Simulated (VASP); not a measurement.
# EuO (Fm-3m) in VASP: further runs, part 2 of 2

VASP 6.6.1.

## (3) Single point, LDA+U, collinear spin, ferromagnetic start

File INCAR:

```
SYSTEM = EuO
ALGO     = Normal         ! electronic algorithm
EDIFF    = 1E-6           ! SCF threshold, eV
ENCUT    = 600            ! plane-wave cutoff, eV
GGA      = CA             ! functional
GGA_COMPAT= .FALSE.      
ISIF     = 2              ! what is computed and relaxed
ISMEAR   = 0              ! smearing method
ISPIN    = 2              ! spin polarisation
LASPH    = .TRUE.         ! aspherical terms in the spheres
LCHARG   = .TRUE.         ! write CHGCAR
LDAU     = .TRUE.         ! DFT+U
LDAUJ    = 0 0          
LDAUL    = 3 -1           ! shell
LDAUPRINT= 1            
LDAUTYPE = 2            
LDAUU    = 7 0            ! U, eV
LELF     = .TRUE.         ! ELF
LMAXMIX  = 6              ! l up to which the mixer works
LORBIT   = 11             ! projections on sites
LREAL    = .FALSE.        ! projectors in reciprocal space
LVHAR    = .TRUE.       
LWAVE    = .FALSE.        ! write WAVECAR
MAGMOM   = 7.43 -0.08     ! initial moments
NBANDS   = 22             ! bands
NELM     = 200            ! most SCF steps
PREC     = Accurate       ! precision mode
SIGMA    = 0.05           ! smearing width, eV
```

File KPOINTS:

```
k-points
0
G
  6 6 6
  0 0 0
```

File POSCAR:

```
EuO
1.0
    0.0000000000      2.5719519700      2.5719519700
    2.5719519700      0.0000000000      2.5719519700
    2.5719519700      2.5719519700      0.0000000000
Eu O
1 1
Direct
    0.5000000000      0.5000000000      0.5000000000
    0.0000000000      0.0000000000      0.0000000000
```

Potentials or basis: VASP PAW PBE potentials, release 64 (Eu, O).

Command:

```sh
$ cat potpaw_PBE.64/Eu/POTCAR potpaw_PBE.64/O/POTCAR > POTCAR
$ mpirun -np 1 vasp_std > vasp.out
```

OUTCAR:

```text
SYSTEM = EuO
   EDIFF = 1E-6
   ENCUT = 600
   GGA = CA
   ISIF = 2
   ISMEAR = 0
   ISPIN = 2
   LASPH = .TRUE.
   LORBIT = 11
   LREAL = .FALSE.
   NELM = 200
   PREC = Accurate

 ion  position               nearest neighbor table
   1  0.500  0.500  0.500-   2 2.57   2 2.57   2 2.57   2 2.57   2 2.57   2 2.57
   2  0.000  0.000  0.000-   1 2.57   1 2.57   1 2.57   1 2.57   1 2.57   1 2.57

  LATTYP: Found a face centered cubic cell.
 ALAT       =     5.1439039400

  Lattice vectors:

 A1 = (   0.0000000000,   2.5719519700,   2.5719519700)
 A2 = (   2.5719519700,   0.0000000000,   2.5719519700)
 A3 = (   2.5719519700,   2.5719519700,   0.0000000000)

Analysis of symmetry for initial positions (statically):
=====================================================================
 Subroutine PRICEL returns:
 Original cell was already a primitive cell.

 Routine SETGRP: Setting up the symmetry group for a
 face centered cubic supercell.

 Subroutine GETGRP returns: Found 48 space group operations
 (whereof 48 operations were pure point group operations)
 out of a pool of 48 trial point group operations.

The static configuration has the point symmetry O_h .

Analysis of symmetry for dynamics (positions and initial velocities):
=====================================================================
 Subroutine PRICEL returns:
 Original cell was already a primitive cell.

 Routine SETGRP: Setting up the symmetry group for a
 face centered cubic supercell.

 Subroutine GETGRP returns: Found 48 space group operations
 (whereof 48 operations were pure point group operations)
 out of a pool of 48 trial point group operations.

The dynamic configuration has the point symmetry O_h .

Analysis of structural, dynamic, and magnetic symmetry:
=====================================================================
 Subroutine PRICEL returns:
 Original cell was already a primitive cell.

 Routine SETGRP: Setting up the symmetry group for a
 face centered cubic supercell.

 Subroutine GETGRP returns: Found 48 space group operations
 (whereof 48 operations were pure point group operations)
 out of a pool of 48 trial point group operations.

[... 162 lines left out ...]
  o =  0.0013  v =  0.0000  0.0000  0.0000  0.0000  0.0000  0.0000  0.0000 -0.0036 -0.0000  0.0047 -0.0000  0.0028  1.0000  0.0022      0.0000  0.0000  0.0000  0.0000  0.0000  0.0000  0.0000  0.0000  0.0000  0.0000  0.0000  0.0000  0.0000  0.0000
  o =  0.0013  v =  0.0000  0.0000  0.0000  0.0000  0.0000  0.0000  0.0000  0.0007  0.0000 -0.0009  0.0000  0.7906 -0.0036  0.6124      0.0000  0.0000  0.0000  0.0000  0.0000  0.0000  0.0000  0.0000  0.0000  0.0000  0.0000  0.0000  0.0000  0.0000
  o =  0.0044  v =  0.0000  0.0000  0.0000  0.0000  0.0000  0.0000  0.0000  0.0006  0.0000  0.0005 -1.0000 -0.0004 -0.0000  0.0005      0.0000  0.0000  0.0000  0.0000  0.0000  0.0000  0.0000  0.0000  0.0000  0.0000  0.0000  0.0000  0.0000  0.0000
  o =  0.0044  v =  0.0000  0.0000  0.0000  0.0000  0.0000  0.0000  0.0000 -0.7905  0.0000 -0.6123 -0.0008  0.0095  0.0000 -0.0123      0.0000  0.0000  0.0000  0.0000  0.0000  0.0000  0.0000  0.0000  0.0000  0.0000  0.0000  0.0000  0.0000  0.0000
  o =  0.0044  v =  0.0000  0.0000  0.0000  0.0000  0.0000  0.0000  0.0000  0.0123 -0.0000  0.0095 -0.0006  0.6123 -0.0000 -0.7905      0.0000  0.0000  0.0000  0.0000  0.0000  0.0000  0.0000  0.0000  0.0000  0.0000  0.0000  0.0000  0.0000  0.0000
  o =  0.9649  v =  0.0000 -1.0000  0.0000 -0.0000 -0.0000 -0.0000  0.0000  0.0000  0.0000  0.0000  0.0000  0.0000  0.0000  0.0000      0.0000  0.0000  0.0000  0.0000  0.0000  0.0000  0.0000  0.0000  0.0000  0.0000  0.0000  0.0000  0.0000  0.0000
  o =  0.9754  v =  0.0013 -0.0000  0.0010  0.0589  0.6113 -0.0000 -0.7892  0.0000  0.0000  0.0000  0.0000  0.0000  0.0000  0.0000      0.0000  0.0000  0.0000  0.0000  0.0000  0.0000  0.0000  0.0000  0.0000  0.0000  0.0000  0.0000  0.0000  0.0000
  o =  0.9754  v =  0.7906  0.0000  0.6124 -0.0000 -0.0010 -0.0000  0.0013  0.0000  0.0000  0.0000  0.0000  0.0000  0.0000  0.0000      0.0000  0.0000  0.0000  0.0000  0.0000  0.0000  0.0000  0.0000  0.0000  0.0000  0.0000  0.0000  0.0000  0.0000
  o =  0.9754  v =  0.0001  0.0000  0.0001 -0.9983  0.0361  0.0000 -0.0466  0.0000  0.0000  0.0000  0.0000  0.0000  0.0000  0.0000      0.0000  0.0000  0.0000  0.0000  0.0000  0.0000  0.0000  0.0000  0.0000  0.0000  0.0000  0.0000  0.0000  0.0000
  o =  0.9758  v =  0.0015  0.0000 -0.0020  0.0000  0.7854 -0.1140  0.6084  0.0000  0.0000  0.0000  0.0000  0.0000  0.0000  0.0000      0.0000  0.0000  0.0000  0.0000  0.0000  0.0000  0.0000  0.0000  0.0000  0.0000  0.0000  0.0000  0.0000  0.0000
  o =  0.9758  v =  0.0039  0.0000 -0.0051 -0.0000 -0.0902 -0.9935 -0.0698  0.0000  0.0000  0.0000  0.0000  0.0000  0.0000  0.0000      0.0000  0.0000  0.0000  0.0000  0.0000  0.0000  0.0000  0.0000  0.0000  0.0000  0.0000  0.0000  0.0000  0.0000
  o =  0.9758  v = -0.6124  0.0000  0.7906 -0.0000  0.0014 -0.0067  0.0011  0.0000  0.0000  0.0000  0.0000  0.0000  0.0000  0.0000      0.0000  0.0000  0.0000  0.0000  0.0000  0.0000  0.0000  0.0000  0.0000  0.0000  0.0000  0.0000  0.0000  0.0000

 number of electron      23.0000000 magnetization       6.9999921

 Free energy of the ion-electron system (eV)
  ---------------------------------------------------
  ext. energy  EPLUGINS =         0.00000000
  ---------------------------------------------------
  free energy    TOTEN  =       -21.99325067 eV

  energy without entropy =      -21.99315554  energy(sigma->0) =      -21.99320310

 E-fermi :   3.1231     XC(G=0): -11.2675

 val. band max:        3.0636505621   @ k =   0.0000   0.0000   0.0000
 cond. band min:       3.1826299922   @ k =   0.5000   0.5000   0.0000
 fundamental gap:      0.1189794301
 Fermi energy:         3.1231403594

 spin component 1

 k-point     1 :       0.0000    0.0000    0.0000
  band No.  band energies     occupation
      1     -35.9845      1.00000
      2     -14.7028      1.00000
      3     -14.7028      1.00000
      4     -14.7028      1.00000
      5     -14.0520      1.00000
      6       0.1705      1.00000
[... 389 lines left out ...]
     21      13.1492      0.00000
     22      14.1169      0.00000
 Fermi energy:         3.1231403594

 spin component 2

 k-point     1 :       0.0000    0.0000    0.0000
  band No.  band energies     occupation
      1     -33.1744      1.00000
      2     -14.0949      1.00000
      3     -12.5410      1.00000
      4     -12.5410      1.00000
      5     -12.5410      1.00000
      6       0.6770      1.00000
[... 389 lines left out ...]
     21      14.8454      0.00000
     22      15.7668      0.00000

------------------------ aborting loop because EDIFF is reached ----------------------------------------

  FORCE on cell =-STRESS in cart. coord.  units (eV):
  Direction    XX          YY          ZZ          XY          YZ          ZX
  --------------------------------------------------------------------------------------
  -------------------------------------------------------------------------------------
  Total       -1.3478738     -1.3478738     -1.3478738      0.0000000      0.0000000     -0.0000000
  in kB      -63.4660211    -63.4660211    -63.4660211      0.0000000      0.0000000     -0.0000000
  external PRESSURE =     -63.4660211 kB  Pullay stress =       0.0000000 kB

 VOLUME and BASIS-vectors are now :
 -----------------------------------------------------------------------------
  energy-cutoff  :      600.00
  volume of cell :       34.03
      direct lattice vectors                 reciprocal lattice vectors
     0.000000000  2.571951970  2.571951970    -0.194404875  0.194404875  0.194404875
     2.571951970  0.000000000  2.571951970     0.194404875 -0.194404875  0.194404875
     2.571951970  2.571951970  0.000000000     0.194404875  0.194404875 -0.194404875

 POSITION                                       TOTAL-FORCE (eV/Angst)
 -----------------------------------------------------------------------------------
      2.57195      2.57195      2.57195        -0.000000     -0.000000     -0.000000
      0.00000      0.00000      0.00000         0.000000      0.000000      0.000000
 -----------------------------------------------------------------------------------
    total drift:                                0.000000     -0.000000      0.000000

  FREE ENERGIE OF THE ION-ELECTRON SYSTEM (eV)
  ---------------------------------------------------
  free  energy   TOTEN  =       -21.9932506654 eV

  energy  without entropy=      -21.9931555445  energy(sigma->0) =      -21.99320310

 total charge

# of ion       s       p       d       f       tot
--------------------------------------------------
    1        2.026   5.742   0.302   6.827  14.897
    2        1.538   3.380   0.000   0.000   4.918
--------------------------------------------------
tot          3.563   9.123   0.302   6.827  19.815

 magnetization (x)

# of ion       s       p       d       f       tot
--------------------------------------------------
    1       -0.009  -0.087   0.059   6.794   6.757
    2       -0.005  -0.076   0.000   0.000  -0.081
--------------------------------------------------
tot         -0.014  -0.163   0.059   6.794   6.676
```

Run time: 71 s. Hardware: 1 thread of Intel Xeon 8259CL, shared host; peak memory 0.19 GiB.

Results:

```
Free energy                                           : -21.9933 eV
Pressure                                              : -6.3 GPa
Band gap on the k mesh                                : 0.12 eV (least direct gap 0.30 eV)
Net moment                                            : 7.00 μB per cell
Site moments                                          : Eu +6.76; O -0.08 μB
Valence electrons inside the program's atomic spheres : Eu 14.90; O 4.92
```

Eigenvalues of the final occupation matrices:
```tsv
site	spin	trace	eigenvalues
site 1 f	1	6.82	0.96 0.98 0.98 0.98 0.98 0.98 0.98
site 1 f	2	0.02	0.00 0.00 0.00 0.00 0.00 0.00 0.00
```

Caveat: the cell stands under tension; the PAW data sets were made with another functional, which shifts forces and pressure a little; spin-orbit coupling is left out, which moves the levels of the heavy elements; a cell with one magnetic atom can't hold antiferromagnetic order, which such compounds often take.
